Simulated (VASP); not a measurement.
Input of a VASP 6.6.1 run:

File POSCAR:

```
Re
1.0
    2.5694435647      0.0000000000      0.0000000000
    0.0000000000      2.5694435647      0.0000000000
    0.0000000000      0.0000000000      2.5694435647
Re
1
Direct
    0.0000000000      0.0000000000      0.0000000000
```

The input INCAR.step1:

```
PREC     = Accurate       # precision mode
ENCUT    = 520            # plane-wave cutoff, eV
ISMEAR   = 1              # smearing method
SIGMA    = 0.05           # smearing width, eV
LREAL    = False          # projectors in reciprocal space
LASPH    = True           # aspherical terms in the spheres
NELM     = 100            # most SCF steps
NBANDS   = 10             # bands
GGA      = PE             # functional
ALGO     = Normal         # electronic algorithm
EDIFF    = 1E-4           # SCF threshold, eV
LWAVE    = True           # write WAVECAR
LCHARG   = False          # write CHGCAR
```

Contents of INCAR.step2:

```
PREC     = Accurate       # precision mode
ENCUT    = 520            # plane-wave cutoff, eV
EDIFF    = 1E-7           # SCF threshold, eV
ISMEAR   = 1              # smearing method
SIGMA    = 0.05           # smearing width, eV
LREAL    = False          # projectors in reciprocal space
LASPH    = True           # aspherical terms in the spheres
NELM     = 100            # most SCF steps
ALGO     = Normal         # electronic algorithm
ISIF     = 2              # what is computed and relaxed
LWAVE    = False          # write WAVECAR
LCHARG   = False          # write CHGCAR
METAGGA  = R2SCAN         # meta-GGA
LMIXTAU  = True         
NBANDS   = 10             # bands
ISTART   = 1
```

The input KPOINTS:

```
regular mesh
0
Gamma
  10 10 10
```

Potentials or basis: VASP PAW PBE potentials, release 64 (Re).

Command:

```sh
$ cat potpaw_PBE.64/Re/POTCAR > POTCAR
$ cp INCAR.step1 INCAR
$ mpirun -np 1 vasp_std > vasp.out
$ cp INCAR.step2 INCAR
$ mpirun -np 1 vasp_std > vasp.out
```

Question: What does it give for the pressure?

Answer: -3.7 GPa.

Caveat: the PAW data sets were made with another functional, which shifts forces and pressure a little.
